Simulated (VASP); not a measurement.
Sr, 1 atom in the cell. It takes space group Fm-3m (No. 225, cubic). The conventional cell has a = 6.085 Å, b = 6.085 Å, c = 6.085 Å, α = 90.00°, β = 90.00°, γ = 90.00°. Within 5.6 Å of Sr (site symmetry m-3m) lie 12 Sr at 4.30 Å. 

```yaml
Program: VASP 6.6.1
Task: relaxation of cell and atoms
Functional: LDA
Potentials_or_basis: VASP PAW LDA potentials, release 64 (Sr_sv)
Cutoff: 600 eV
k_mesh: 12 × 12 × 12
Occupations: gaussian, width 0.05 eV
Spin: no spin polarisation
Dipole_correction: no
Further_INCAR_settings: ALGO = Normal; EDIFF = 1e-06; IBRION = 2; EDIFFG = -0.01; NSW = 50; ISIF = 3
```

Potentials or basis: VASP PAW LDA potentials, release 64 (Sr_sv).

Command:

```bash
$ cat potpaw_LDA.64/Sr_sv/POTCAR > POTCAR
$ mpirun -np 1 vasp_std > vasp.out
```

Hardware: 1 thread of Oxide Virtual Turin-like Processor, on a shared host.

**Question.** Estimate the wall time of this run.

**Answer.** It took 110 s on 1 thread of Oxide Virtual Turin-like Processor, on a shared host, peak memory 0.17 GiB. Counts: scf iterations 35, k points 72, ion steps 4.
